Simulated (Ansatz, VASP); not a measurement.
Two plane-wave programs on KTlO2F2

```xyz
6
Lattice="1.3227 -4.0409 0.0000 0.0000 2.2369 -3.6159 5.5111 4.0409 0.0000" Properties=species:S:1:pos:R:3 pbc="T T T"
F     0.8456    0.2768   -2.3286
F     5.9881    1.9601   -1.2872
O     1.8213    2.8331   -3.2470
O     5.0125   -0.5962   -0.3688
K     3.4169    1.1185   -1.8079
Tl    0.0000    0.0000    0.0000
```

Alike in both runs: task single point; functional PBEsol; k mesh 5 × 5 × 5; no spin polarisation.

|  | VASP | Ansatz |
| --- | --- | --- |
| version | VASP 6.6.1 | Ansatz 0.2.0 |
| potentials or method | VASP PAW PBE potentials, release 64 (F, O, K_sv, Tl_d), cutoff 520 eV | PAW plane waves |
| occupations | methfessel-paxton of order 1, width 0.2327 eV | cold, width 0.2327 eV |
| valence electrons in the cell | 48 | 48 |

VASP gave:

```
gap on the k mesh at the Fermi level (eV)                     : none
pressure (GPa)                                                : 0.6
traceless stress, the component that is largest in VASP (GPa) : 2.12
rms of the force components (eV/Å)                            : 0.236
```

Problem. What did Ansatz give for the same quantities?

Solution. gap on the k mesh at the Fermi level (eV): none; pressure (GPa): 0.3; traceless stress, the component that is largest in VASP (GPa): 1.79; rms of the force components (eV/Å): 0.202.

VASP's potentials were made for PBE, not for PBEsol. Atom by atom the forces differ by 0.034 eV/Å (rms over components). A gap of «none» marks a metal or a gap that the smearing closes. Ansatz's warnings: structure snapped to symmetry.

Neither program's run includes spin-orbit coupling.
